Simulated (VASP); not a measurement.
Here is a VASP 6.6.1 calculation.

The input INCAR:

```
SYSTEM = In
PREC = Accurate ; ENCUT = 520
EDIFF = 1E-6 ; ISMEAR = 0
SIGMA = 0.1 ; LREAL = .FALSE.
LASPH = .TRUE. ; NELM = 100
ALGO = Normal ; ISIF = 2
LWAVE = .FALSE. ; LCHARG = .TRUE.
GGA = PE ; LELF = .TRUE.
LVHAR = .TRUE. ; NBANDS = 40
```

The input KPOINTS:

```
regular mesh
0
G
  4 4 4
  0 0 0
```

The input POSCAR:

```
In
1.0
    3.1900317848     -3.2223681346      0.0000000000
    3.1900317848      3.2223681346      0.0000000000
    0.0000000000      0.0000000000      7.3281067800
In
5
Direct
    0.5000000000      0.0000000000      0.2942771971
    0.0000000000      0.5000000000      0.7057228029
    0.0000000000      0.5000000000      0.2942771971
    0.5000000000      0.0000000000      0.7057228029
    0.0000000000      0.0000000000      0.0000000000
```

Potentials or basis: VASP PAW PBE potentials, release 64 (In_d).

Run with:

```console
$ cat potpaw_PBE.64/In_d/POTCAR > POTCAR
$ mpirun -np 1 vasp_std > vasp.out
```

Task: Predict the pressure.

Result: 0.1 GPa.

Stress tensor (GPa, compression positive):
```
 0.28  0.00  0.00
 0.00 -0.30  0.00
 0.00  0.00  0.26
```
